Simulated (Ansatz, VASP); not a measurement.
Al12Cl: VASP beside Ansatz

```
Al Cl
1.0
     5.63146    0.00000    0.00000
     0.00000    5.63146    0.00000
     0.00000    0.00000   21.14957
Al Cl
12 1
Cartesian
  1.4079 1.4079 4.0000
  1.4079 4.2236 4.0000
  4.2236 1.4079 4.0000
  4.2236 4.2236 4.0000
  0.0000 0.0000 6.0721
  0.0000 2.8157 6.0721
  2.8157 0.0000 6.0721
  2.8157 2.8157 6.0721
  1.4079 1.4079 8.1496
  1.4079 4.2236 8.1496
  4.2236 1.4079 8.1496
  4.2236 4.2236 8.1496
  1.4079 2.8157 11.1496
```

Alike in both runs: task single point; functional PBE; dispersion D3(BJ); k mesh 5 × 5 × 1; occupations gaussian, width 0.1 eV; no spin polarisation.

```csv
,VASP,Ansatz
version,VASP 6.6.1,Ansatz 0.2.0
potentials or method,"VASP PAW PBE potentials, release 64 (Al, Cl), cutoff 520 eV","scalar-relativistic, plane waves, PAW"
valence electrons in the cell,43,43
```

```csv
,VASP,Ansatz,Ansatz less VASP
gap on the k mesh at the Fermi level (eV),none,none,-
rms of the force components (eV/Å),0.331,0.331,-0.0001
```

Atom by atom the forces differ by 0.001 eV/Å (rms over components). A gap of «none» marks a metal or a gap that the smearing closes.
